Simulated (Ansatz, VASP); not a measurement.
**One calculation of BN, two programs**

```
B N
1.0
     2.55458    0.00000    0.00000
    -1.27729    2.21233    0.00000
     0.00000    0.00000    4.22451
B N
2 2
Direct
  0.66667 0.33333 0.02316
  0.33333 0.66667 0.47645
  0.66667 0.33333 0.58969
  0.33333 0.66667 0.16070
```

Change from the starting cell: mode 8 (949.4 1/cm) frozen in, largest displacement -0.150 Å.

Alike in both runs: task single point; functional PBE; k mesh 12 × 12 × 6; occupations gaussian, width 0.05 eV; no spin polarisation.

|  | VASP | Ansatz |
| --- | --- | --- |
| version | VASP 6.6.1 | Ansatz 0.2.0 |
| potentials or method | VASP PAW PBE potentials, release 64 (B, N), cutoff 520 eV | scalar-relativistic, plane waves, PAW |
| valence electrons in the cell | 16 | 16 |

VASP gave:

- gap on the k mesh at the Fermi level (eV): 4.91
- least direct gap on the mesh (eV): 6.95
- pressure (GPa): 21.9
- traceless stress, the component that is largest in VASP (GPa): 37.62
- rms of the force components (eV/Å): 4.252

**Question.** Which values does Ansatz return?

**Answer.** gap on the k mesh at the Fermi level (eV): 4.92; least direct gap on the mesh (eV): 6.95; pressure (GPa): 21.6; traceless stress, the component that is largest in VASP (GPa): 37.52; rms of the force components (eV/Å): 4.241.

Atom by atom the forces differ by 0.014 eV/Å (rms over components).
